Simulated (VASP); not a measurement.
A run of VASP 6.6.1 is set up as follows.

File POSCAR:

```
HgTe
1.0
    0.0000000000      3.2891578869      3.2891578869
    3.2891578869      0.0000000000      3.2891578869
    3.2891578869      3.2891578869      0.0000000000
Hg Te
1 1
Direct
    0.0000000000      0.0000000000      0.0000000000
    0.2500000000      0.2500000000      0.2500000000
```

File INCAR.step1:

```
ALGO = Normal
EDIFF = 1E-4
ENCUT = 520
GGA = PE
ISMEAR = -1
LASPH = T
LCHARG = F
LREAL = F
LWAVE = T
NBANDS = 16
NELM = 80
PREC = Accurate
SIGMA = 0.02
```

File INCAR.step2:

```
ALGO = Normal
EDIFF = 1E-6
ENCUT = 520
ISIF = 2
ISMEAR = -1
ISTART = 1
LASPH = T
LCHARG = T
LELF = T
LMIXTAU = T
LREAL = F
LVHAR = T
LWAVE = F
METAGGA = R2SCAN
NBANDS = 16
NELM = 80
PREC = Accurate
SIGMA = 0.02
```

The input KPOINTS:

```
k-points
0
Gamma
  6 6 6
```

Potentials or basis: VASP PAW PBE potentials, release 64 (Hg, Te).

Launch:

```bash
$ cat potpaw_PBE.64/Hg/POTCAR potpaw_PBE.64/Te/POTCAR > POTCAR
$ cp INCAR.step1 INCAR
$ mpirun -np 1 vasp_std > vasp.out
$ cp INCAR.step2 INCAR
$ mpirun -np 1 vasp_std > vasp.out
```

Problem. Predict the band gap on the k mesh.

Solution. Zero (filled and empty bands touch).

Problem. Estimate the pressure.

Solution. 0.0 GPa.

Caveat: the PAW data sets were made with another functional, which shifts forces and pressure a little; spin-orbit coupling is left out, which moves the levels of the heavy elements.
